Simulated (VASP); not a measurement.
# Ru (P6_3/mmc) in VASP: a series of runs

Runs on Ru. Level: PBEsol. Tasks: single point.

All numbers are computed with VASP 6.6.1; they aren't measurements. Logs are shortened: lines on timing, memory, paths and dates and some standing lists are left out, and cuts for length are marked.

## (1) The cell of the first run

The structure is hexagonal, space group P6_3/mmc (No. 194). The conventional cell has a = 2.805 Å, b = 2.805 Å, c = 4.160 Å, α = 90.00°, β = 90.00°, γ = 120.00°. Ru (site symmetry -6m2) has 12 Ru at 2.64 to 2.81 Å within 3.5 Å.

## (2) Single point, PBEsol (volume 14.173 Å^3 an atom, c/a of the conventional cell 1.4828)

Contents of INCAR:

```
SYSTEM = Ru
PREC = Accurate
ENCUT = 520
EDIFF = 1E-6
ISMEAR = 0
SIGMA = 0.15
LREAL = .False.
LASPH = .True.
NELM = 80
ALGO = Fast
ISIF = 2
LWAVE = .False.
LCHARG = .False.
GGA = PS
NBANDS = 21
```

Contents of KPOINTS:

```
regular mesh
0
Gamma
  21 21 12
  0 0 0
```

Contents of POSCAR:

```
Ru
1.0
    2.8051721890      0.0000000000      0.0000000000
   -1.4025860945      2.4293503777      0.0000000000
    0.0000000000      0.0000000000      4.1595093219
Ru
2
Direct
    0.3333333333      0.6666666667      0.2500000000
    0.6666666667      0.3333333333      0.7500000000
```

Potentials or basis: VASP PAW PBE potentials, release 64 (Ru_pv).

Launch:

```
> cat potpaw_PBE.64/Ru_pv/POTCAR > POTCAR
> mpirun -np 1 vasp_std > vasp.out
```

OUTCAR:

```text
SYSTEM = Ru
   PREC = Accurate
   ENCUT = 520
   EDIFF = 1E-6
   ISMEAR = 0
   LREAL = .False.
   LASPH = .True.
   NELM = 80
   ISIF = 2
   GGA = PS

 ion  position               nearest neighbor table
   1  0.333  0.667  0.250-   2 2.64   2 2.64   2 2.64   2 2.64   2 2.64   2 2.64
   2  0.667  0.333  0.750-   1 2.64   1 2.64   1 2.64   1 2.64   1 2.64   1 2.64

  LATTYP: Found a hexagonal cell.
 ALAT       =     2.8051721890
 C/A-ratio  =     1.4828000000

  Lattice vectors:

 A1 = (   2.8051721890,   0.0000000000,   0.0000000000)
 A2 = (  -1.4025860945,   2.4293503777,   0.0000000000)
 A3 = (   0.0000000000,   0.0000000000,   4.1595093219)

Analysis of symmetry for initial positions (statically):
=====================================================================
 Subroutine PRICEL returns:
 Original cell was already a primitive cell.

 Routine SETGRP: Setting up the symmetry group for a
 hexagonal supercell.

 Subroutine GETGRP returns: Found 24 space group operations
 (whereof 12 operations were pure point group operations)
 out of a pool of 24 trial point group operations.

The static configuration has the point symmetry D_3d.
 The point group associated with its full space group is D_6h.

Analysis of symmetry for dynamics (positions and initial velocities):
=====================================================================
 Subroutine PRICEL returns:
 Original cell was already a primitive cell.

 Routine SETGRP: Setting up the symmetry group for a
 hexagonal supercell.

 Subroutine GETGRP returns: Found 24 space group operations
 (whereof 12 operations were pure point group operations)
 out of a pool of 24 trial point group operations.

The dynamic configuration has the point symmetry D_3d.
 The point group associated with its full space group is D_6h.

 Subroutine INISYM returns: Found 24 space group operations
 (whereof 12 operations are pure point group operations),
 and found     1 'primitive' translations

----------------------------------------------------------------------------------------

                                     Primitive cell

  volume of cell :      28.3460

  direct lattice vectors                    reciprocal lattice vectors
     2.805172189  0.000000000  0.000000000     0.356484356  0.205816339  0.000000000
    -1.402586094  2.429350378  0.000000000     0.000000000  0.411632677  0.000000000
     0.000000000  0.000000000  4.159509322     0.000000000  0.000000000  0.240412972

  length of vectors
     2.805172189  2.805172189  4.159509322     0.411632677  0.411632677  0.240412972

  position of ions in fractional coordinates (direct lattice)
     0.333333333  0.666666667  0.250000000
     0.666666667  0.333333333  0.750000000
[... 79 lines left out ...]
   EDIFFG = 0.1E-04   stopping-criterion for IOM
   NSW    =      0    number of steps for IOM
   IBRION =     -1    ionic relax: 0-MD 1-quasi-New 2-CG
   NFREE  =      0    steps in history (QN), initial steepest desc. (CG)
   ISIF   =      2    stress and relaxation
   ISYM   =      2    0-nonsym 1-usesym 2-fastsym
   POTIM  = 0.5000    time-step for ionic-motion
   TEBEG  =    0.0;   TEEND  =   0.0 temperature during run
   PSTRESS=    0.0 pullay stress
   NELECT =      28.0000    total number of electrons
   NUPDOWN=      -1.0000    fix difference up-down
   EMIN   =  10.00;   EMAX   =-10.00  energy-range for DOS
   EFERMI =   0.00;   METHOD = LEGACY
   ISMEAR =     0;   SIGMA  =   0.15  broadening in eV -4-tet -1-fermi 0-gaus
   EFERMI_NEDOS =   21; number of points for ismear=-14 and -15
   IALGO  =     68    algorithm
   IMIX   =      4    mixing-type and parameters
     AMIX     =   0.40;   BMIX     =  1.00
     AMIX_MAG =   1.60;   BMIX_MAG =  1.00
  volume/ion in A,a.u.               =      14.17        95.64
  Fermi-wavevector in a.u.,A,eV,Ry     =   1.630410  3.081029 36.167521  2.658238
  Thomas-Fermi vector in A             =   2.722716
   LORBIT       =      0    0 simple, 1 ext, 2 COOP (PROOUT), +10 PAW based schemes
   GGA     = PS    functional components
   LHFCALC =     F    Hartree Fock is set to
   AEXX    =    0.0000 exact exchange contribution
   IVDW    =     0    specifies the selected vdW correction
   LEPSILON=     F    determine dielectric tensor
   LRPA    =     F    only Hartree local field effects (RPA)
 non-spin polarized calculation
 RMM-DIIS sequential band-by-band and
 Gauss-broadening in eV      SIGMA  =   0.15
  energy-cutoff  :      520.00
  volume of cell :       28.35
 maximum number of plane-waves:       775
 NGX is ok and might be reduce to    24
   NGX = 11   NGY = 11   NGZ = 15

 number of electron      27.9999992 magnetization

 Free energy of the ion-electron system (eV)
  ---------------------------------------------------
  ext. energy  EPLUGINS =         0.00000000
  ---------------------------------------------------
  free energy    TOTEN  =       -20.16721391 eV

  energy without entropy =      -20.14807388  energy(sigma->0) =      -20.15764390

 E-fermi :  11.9509     XC(G=0): -14.0089

 val. band max:       11.9464589114   @ k =   0.3810   0.0476   0.4167
 cond. band min:      11.9523337870   @ k =   0.2381   0.0476   0.0833
 fundamental gap:      0.0058748756
 Fermi energy:        11.9509005272

 k-point     1 :       0.0000    0.0000    0.0000
  band No.  band energies     occupation
      1     -31.5994      2.00000
      2     -30.7744      2.00000
      3     -30.7744      2.00000
      4     -30.5665      2.00000
      5     -30.5665      2.00000
      6     -30.4653      2.00000
[... 565 lines left out ...]
     20      22.3649      0.00000
     21      25.3840      0.00000

 [... further k-points ...]

------------------------ aborting loop because EDIFF is reached ----------------------------------------

  FORCE on cell =-STRESS in cart. coord.  units (eV):
  Direction    XX          YY          ZZ          XY          YZ          ZX
  --------------------------------------------------------------------------------------
  -------------------------------------------------------------------------------------
  Total       -4.2579799     -4.2579799     -0.2992906      0.0000000      0.0000000     -0.0000000
  in kB     -240.6702464   -240.6702465    -16.9165535      0.0000000      0.0000000     -0.0000000
  external PRESSURE =    -166.0856821 kB  Pullay stress =       0.0000000 kB

 VOLUME and BASIS-vectors are now :
 -----------------------------------------------------------------------------
  energy-cutoff  :      520.00
  volume of cell :       28.35
      direct lattice vectors                 reciprocal lattice vectors
     2.805172189  0.000000000  0.000000000     0.356484356  0.205816339  0.000000000
    -1.402586094  2.429350378  0.000000000     0.000000000  0.411632677  0.000000000
     0.000000000  0.000000000  4.159509322     0.000000000  0.000000000  0.240412972

 POSITION                                       TOTAL-FORCE (eV/Angst)
 -----------------------------------------------------------------------------------
     -0.00000      1.61957      1.03988         0.000000     -0.000000      0.000000
      1.40259      0.80978      3.11963        -0.000000      0.000000      0.000000
 -----------------------------------------------------------------------------------
    total drift:                                0.000000     -0.000000      0.000000

  FREE ENERGIE OF THE ION-ELECTRON SYSTEM (eV)
  ---------------------------------------------------
  free  energy   TOTEN  =       -20.1672139082 eV

  energy  without entropy=      -20.1480738820  energy(sigma->0) =      -20.15764390
```

OSZICAR:

```text
N       E                     dE             d eps       ncg     rms          rms(c)
DAV:   1     0.284619711933E+03    0.28462E+03   -0.17523E+04 14144   0.147E+03
DAV:   2    -0.160093658468E+02   -0.30063E+03   -0.29156E+03 14507   0.442E+02
DAV:   3    -0.217628398301E+02   -0.57535E+01   -0.57198E+01 16437   0.684E+01
DAV:   4    -0.218074921842E+02   -0.44652E-01   -0.44594E-01 18164   0.569E+00
DAV:   5    -0.218080506522E+02   -0.55847E-03   -0.55480E-03 16056   0.561E-01    0.177E+01
RMM:   6    -0.202589633483E+02    0.15491E+01   -0.34557E+00 14409   0.152E+01    0.400E+00
RMM:   7    -0.201762681902E+02    0.82695E-01   -0.36878E-01 15503   0.439E+00    0.841E-01
RMM:   8    -0.201684788997E+02    0.77893E-02   -0.22718E-02 16022   0.144E+00    0.439E-01
RMM:   9    -0.201671684008E+02    0.13105E-02   -0.32209E-03 16271   0.481E-01    0.569E-02
RMM:  10    -0.201672087987E+02   -0.40398E-04   -0.50039E-04 16833   0.197E-01    0.173E-02
RMM:  11    -0.201672144594E+02   -0.56607E-05   -0.80115E-05 17858   0.510E-02    0.808E-03
RMM:  12    -0.201672138306E+02    0.62878E-06   -0.11384E-05 15649   0.197E-02    0.372E-03
RMM:  13    -0.201672139082E+02   -0.77583E-07   -0.11329E-06 11641   0.733E-03
   1 F= -.20167214E+02 E0= -.20157644E+02  d E =-.191400E-01
```

stdout:

```text
POSCAR found type information on POSCAR Ru
 POSCAR found :  1 types and       2 ions
 scaLAPACK will be used
 -----------------------------------------------------------------------------
|                                                                             |
|                                                                             |
|     You enforced a specific xc type in the INCAR file but a different       |
|     I HOPE YOU KNOW WHAT YOU ARE DOING!                                     |
|                                                                             |
 -----------------------------------------------------------------------------

 LDA part: xc-table for (Slater+PW92), standard interpolation
 POSCAR, INCAR and KPOINTS ok, starting setup
 FFT: planning ... GRIDC
 FFT: planning ... GRID_SOFT
 FFT: planning ... GRID
 WAVECAR not read
 entering main loop
```

It took 71 s on 1 thread of Intel Xeon Platinum 8559C (Emerald Rapids), shared host; peak memory 0.26 GiB.

Results:

```
Free energy            : -20.1672 eV
Pressure               : -16.6 GPa
Band gap on the k mesh : zero (band 14 reaches 13.16 eV, above the bottom of band 15 at 10.23 eV)
```

Stress tensor (GPa, compression positive):
```
-24.07   0.00   0.00
  0.00 -24.07   0.00
  0.00   0.00  -1.69
```

Caveat: the PAW data sets were made with another functional, which shifts forces and pressure a little.

## (3) Single point, PBEsol (volume 14.173 Å^3 an atom, c/a of the conventional cell 1.6325)

Contents of INCAR:

```
SYSTEM = Ru
ALGO = Fast
EDIFF = 1E-6
ENCUT = 520
GGA = PS
ISIF = 2
ISMEAR = 0
LASPH = .TRUE.
LCHARG = .FALSE.
LREAL = .FALSE.
LWAVE = .FALSE.
NBANDS = 21
NELM = 80
PREC = Accurate
SIGMA = 0.15
```

Contents of KPOINTS:

```
k-points
0
G
  21 21 12
  0 0 0
```

Contents of POSCAR:

```
Ru
1.0
    2.7166643711      0.0000000000      0.0000000000
   -1.3583321855      2.3527003590      0.0000000000
    0.0000000000      0.0000000000      4.4349545859
Ru
2
Direct
    0.3333333333      0.6666666667      0.2500000000
    0.6666666667      0.3333333333      0.7500000000
```

Potentials or basis: VASP PAW PBE potentials, release 64 (Ru_pv).

Launch:

```
> cat potpaw_PBE.64/Ru_pv/POTCAR > POTCAR
> mpirun -np 1 vasp_std > vasp.out
```

Wall time 77 s (1 thread of Intel Xeon Platinum 8559C (Emerald Rapids), shared host); peak memory 0.26 GiB.

Results (log left out):

| Item | Value |
| --- | --- |
| Free energy | -20.2155 eV |
| Pressure | -18.6 GPa |
| Band gap on the k mesh | zero (band 14 reaches 13.44 eV, above the bottom of band 15 at 10.54 eV) |

Stress tensor (GPa, compression positive):
```
-13.83   0.00   0.00
  0.00 -13.83   0.00
  0.00   0.00 -28.18
```

Levels at points of the mesh, in eV from the Fermi level:
| k point | band 11 | band 12 | band 13 | band 14 | band 15 | band 16 | band 17 | band 18 |
| --- | --- | --- | --- | --- | --- | --- | --- | --- |
| (0.00, 0.00, 0.00) | -2.42 | -1.85 | -1.85 | -1.09 | -1.09 | 0.85 | 1.12 | 1.12 |
| (0.00, 0.00, 0.50) | -2.51 | -2.51 | -2.51 | -2.51 | 0.49 | 0.49 | 0.49 | 0.49 |

Caveat: the PAW data sets were made with another functional, which shifts forces and pressure a little.

## (4) Single point, PBEsol (volume 14.173 Å^3 an atom, c/a of the conventional cell 1.6857)

Contents of INCAR:

```
PREC     = Accurate       # precision mode
ENCUT    = 520            # plane-wave cutoff, eV
EDIFF    = 1E-7           # SCF threshold, eV
ISMEAR   = 0              # smearing method
SIGMA    = 0.15           # smearing width, eV
LREAL    = F              # projectors in reciprocal space
LASPH    = T              # aspherical terms in the spheres
NELM     = 80             # most SCF steps
ALGO     = Fast           # electronic algorithm
ISIF     = 2              # what is computed and relaxed
LWAVE    = F              # write WAVECAR
LCHARG   = F              # write CHGCAR
GGA      = PS             # functional
NBANDS   = 21             # bands
```

Contents of KPOINTS:

```
regular mesh
0
Gamma
  21 21 12
```

Contents of POSCAR:

```
Ru
1.0
    2.6877794024      0.0000000000      0.0000000000
   -1.3438897012      2.3276852422      0.0000000000
    0.0000000000      0.0000000000      4.5307897386
Ru
2
Direct
    0.3333333333      0.6666666667      0.2500000000
    0.6666666667      0.3333333333      0.7500000000
```

Launch:

```
> cat potpaw_PBE.64/Ru_pv/POTCAR > POTCAR
> mpirun -np 1 vasp_std > vasp.out
```

Wall time 90 s (1 thread of Intel Xeon Platinum 8559C (Emerald Rapids), shared host); peak memory 0.26 GiB.

It converged, with:

```yaml
Free_energy: -20.1374 eV
Pressure: -17.9 GPa
Band_gap_on_the_k_mesh: zero (band 14 reaches 13.48 eV, above the bottom of band 15 at 10.63 eV)
```

Stress tensor (GPa, compression positive):
```
 -8.86   0.00   0.00
  0.00  -8.86   0.00
  0.00   0.00 -35.92
```

Levels at points of the mesh, in eV from the Fermi level:
| k point | band 11 | band 12 | band 13 | band 14 | band 15 | band 16 | band 17 | band 18 |
| --- | --- | --- | --- | --- | --- | --- | --- | --- |
| (0.00, 0.00, 0.00) | -2.39 | -1.89 | -1.89 | -0.85 | -0.85 | 0.53 | 1.13 | 1.13 |
| (0.00, 0.00, 0.50) | -2.43 | -2.43 | -2.43 | -2.43 | 0.51 | 0.51 | 0.51 | 0.51 |

Caveat: the PAW data sets were made with another functional, which shifts forces and pressure a little.

## (5) Single point, PBEsol (volume 14.173 Å^3 an atom, c/a of the conventional cell 1.5311)

Contents of INCAR:

```
SYSTEM = Ru
ALGO = Fast ; EDIFF = 1E-6
ENCUT = 520 ; GGA = PS
ISIF = 2 ; ISMEAR = 0
LASPH = .True. ; LCHARG = .True.
LELF = .True. ; LREAL = .False.
LVHAR = .True. ; LWAVE = .False.
NBANDS = 21 ; NELM = 100
PREC = Accurate ; SIGMA = 0.15
```

Contents of KPOINTS:

```
k-points
0
Gamma
  21 21 12
  0 0 0
```

Contents of POSCAR:

```
Ru
1.0
    2.7753591915      0.0000000000      0.0000000000
   -1.3876795957      2.4035315645      0.0000000000
    0.0000000000      0.0000000000      4.2493524582
Ru
2
Direct
    0.3333333333      0.6666666667      0.2500000000
    0.6666666667      0.3333333333      0.7500000000
```

Potentials or basis: VASP PAW PBE potentials, release 64 (Ru_pv).

Launch:

```
> cat potpaw_PBE.64/Ru_pv/POTCAR > POTCAR
> mpirun -np 1 vasp_std > vasp.out
```

OUTCAR:

```text
SYSTEM = Ru
   EDIFF = 1E-6
   ENCUT = 520
   GGA = PS
   ISIF = 2
   ISMEAR = 0
   LASPH = .True.
   LREAL = .False.
   NELM = 100
   PREC = Accurate

 ion  position               nearest neighbor table
   1  0.333  0.667  0.250-   2 2.66   2 2.66   2 2.66   2 2.66   2 2.66   2 2.66
   2  0.667  0.333  0.750-   1 2.66   1 2.66   1 2.66   1 2.66   1 2.66   1 2.66

  LATTYP: Found a hexagonal cell.
 ALAT       =     2.7753591915
 C/A-ratio  =     1.5311000000

  Lattice vectors:
[... 767 lines left out ...]

------------------------ aborting loop because EDIFF is reached ----------------------------------------

  FORCE on cell =-STRESS in cart. coord.  units (eV):
  Direction    XX          YY          ZZ          XY          YZ          ZX
  --------------------------------------------------------------------------------------
  -------------------------------------------------------------------------------------
  Total       -3.7959368     -3.7959368     -1.9340241     -0.0000000      0.0000000      0.0000000
  in kB     -214.5545697   -214.5545697   -109.3152347     -0.0000000      0.0000000      0.0000000
  external PRESSURE =    -179.4747914 kB  Pullay stress =       0.0000000 kB

 VOLUME and BASIS-vectors are now :
 -----------------------------------------------------------------------------
  energy-cutoff  :      520.00
  volume of cell :       28.35
      direct lattice vectors                 reciprocal lattice vectors
     2.775359192  0.000000000  0.000000000     0.360313722  0.208027224  0.000000000
    -1.387679596  2.403531565  0.000000000     0.000000000  0.416054449  0.000000000
     0.000000000  0.000000000  4.249352458     0.000000000  0.000000000  0.235329973

 POSITION                                       TOTAL-FORCE (eV/Angst)
 -----------------------------------------------------------------------------------
     -0.00000      1.60235      1.06234        -0.000000      0.000000      0.000000
      1.38768      0.80118      3.18701         0.000000     -0.000000      0.000000
 -----------------------------------------------------------------------------------
    total drift:                               -0.000000      0.000000     -0.000000

  FREE ENERGIE OF THE ION-ELECTRON SYSTEM (eV)
  ---------------------------------------------------
  free  energy   TOTEN  =       -20.2295335440 eV

  energy  without entropy=      -20.2093609855  energy(sigma->0) =      -20.21944726
```

Wall time 76 s (1 thread of Intel Xeon Platinum 8559C (Emerald Rapids), shared host); peak memory 0.26 GiB.

Results:

```yaml
Free_energy: -20.2295 eV
Pressure: -17.9 GPa
Band_gap_on_the_k_mesh: zero (band 14 reaches 13.26 eV, above the bottom of band 15 at 10.34 eV)
```

Stress tensor (GPa, compression positive):
```
-21.46   0.00   0.00
  0.00 -21.46   0.00
  0.00   0.00 -10.93
```

Caveat: the PAW data sets were made with another functional, which shifts forces and pressure a little.

[end of part 1 of 2]
